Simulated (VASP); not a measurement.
A run of VASP 6.6.1 is set up as follows.

Contents of INCAR:

```
ALGO = Normal
EDIFF = 1E-6
ENCUT = 520
GGA = PS
ISIF = 2
ISMEAR = 0
LASPH = True
LCHARG = False
LREAL = False
LWAVE = False
NBANDS = 11
NELM = 80
PREC = Accurate
SIGMA = 0.05
```

File KPOINTS:

```
k-points
0
Gamma
  10 10 10
```

Contents of POSCAR:

```
AlN
1.0
    0.0000000000      2.0345180000      2.0548631800
    2.0345180000      0.0000000000      2.0548631800
    2.0345180000      2.0345180000      0.0000000000
Al N
1 1
Direct
    0.5000000000      0.5000000000      0.5000000000
    0.0000000000      0.0000000000      0.0000000000
```

Potentials or basis: VASP PAW PBE potentials, release 64 (Al, N).

Launch:

```bash
$ cat potpaw_PBE.64/Al/POTCAR potpaw_PBE.64/N/POTCAR > POTCAR
$ mpirun -np 1 vasp_std > vasp.out
```

Task: What does it give for the pressure?

Result: -6.9 GPa.

Task: What does it give for the band gap on the k mesh?

Result: 4.21 eV, indirect (least direct gap 5.21 eV).

Stress tensor (GPa, compression positive):
```
-6.12  0.00  0.00
 0.00 -6.12  0.00
 0.00  0.00 -8.48
```

Caveat: the cell differs from its parent crystal (strain +0.0100 x Voigt [0, 0, 1, 0, 0, 0]); the PAW data sets were made with another functional, which shifts forces and pressure a little. A k mesh can miss the band edges.
